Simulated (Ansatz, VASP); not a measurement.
**BN: VASP beside Ansatz**

File INCAR:

```
PREC     = Accurate       # precision mode
ENCUT    = 520            # plane-wave cutoff, eV
EDIFF    = 1E-6           # SCF threshold, eV
ISMEAR   = 0              # smearing method
SIGMA    = 0.05           # smearing width, eV
LREAL    = F              # projectors in reciprocal space
LASPH    = T              # aspherical terms in the spheres
NELM     = 80             # most SCF steps
ALGO     = Normal         # electronic algorithm
ISIF     = 2              # what is computed and relaxed
LWAVE    = F              # write WAVECAR
LCHARG   = F              # write CHGCAR
GGA      = PE             # functional
IVDW     = 12             # dispersion correction
NBANDS   = 16             # bands
```

KPOINTS

```
Automatic mesh
0
Gamma
  12 12 4
```

Contents of POSCAR:

```
BN
1.0
    2.5061233057      0.0000000000      0.0000000000
   -1.2530616528      2.1703664477      0.0000000000
    0.0000000000      0.0000000000      6.5973571420
B N
2 2
Direct
    0.0442321619      0.0884643237      0.4417948746
    0.3333333333      0.6666666667      0.0000000000
    0.0000000000      0.0000000000      0.0000000000
    0.6666666667      0.3333333333      0.5000000000
```

Input for Ansatz:

```yaml
crystal:
  lattice:
    - [2.5061233057, 0.0, 0.0]
    - [-1.2530616528, 2.1703664477, 0.0]
    - [0.0, 0.0, 6.597357142]
  atoms:
    - { symbol: B, position: [0.0442321619, 0.0884643237, 0.4417948746] }
    - { symbol: B, position: [0.3333333333, 0.6666666667, 0.0] }
    - { symbol: "N", position: [0.0, 0.0, 0.0] }
    - { symbol: "N", position: [0.6666666667, 0.3333333333, 0.5] }
basis:
  ecutwfc: 420
kpoints:
  mp_grid: { grid: [12, 12, 4] }
hamiltonian:
  xc: pbe
  dispersion: d3bj
scf:
  occupations: { method: gaussian, width: 0.05 }
output:
  forces: true
  stress: true
  eigenvalues: true
```

Alike in both runs: task single point; functional PBE; dispersion D3(BJ); k mesh 12 × 12 × 4; occupations gaussian, width 0.05 eV; no spin polarisation.

```csv
,VASP,Ansatz
version,VASP 6.6.1,Ansatz 0.2.0
potentials or method,"VASP PAW PBE potentials, release 64 (B, N), cutoff 520 eV","scalar-relativistic, plane waves, PAW"
valence electrons in the cell,16,16
```

```tsv
	VASP	Ansatz	Ansatz less VASP
gap on the k mesh at the Fermi level (eV)	1.76	1.76	-0.001
least direct gap on the mesh (eV)	2.26	2.26	-0.002
pressure (GPa)	0.2	0.2	-0.04
traceless stress, the component that is largest in VASP (GPa)	-9.19	-9.00	+0.187
rms of the force components (eV/Å)	2.459	2.456	-0.0031
```

Atom by atom the forces differ by 0.003 eV/Å (rms over components).
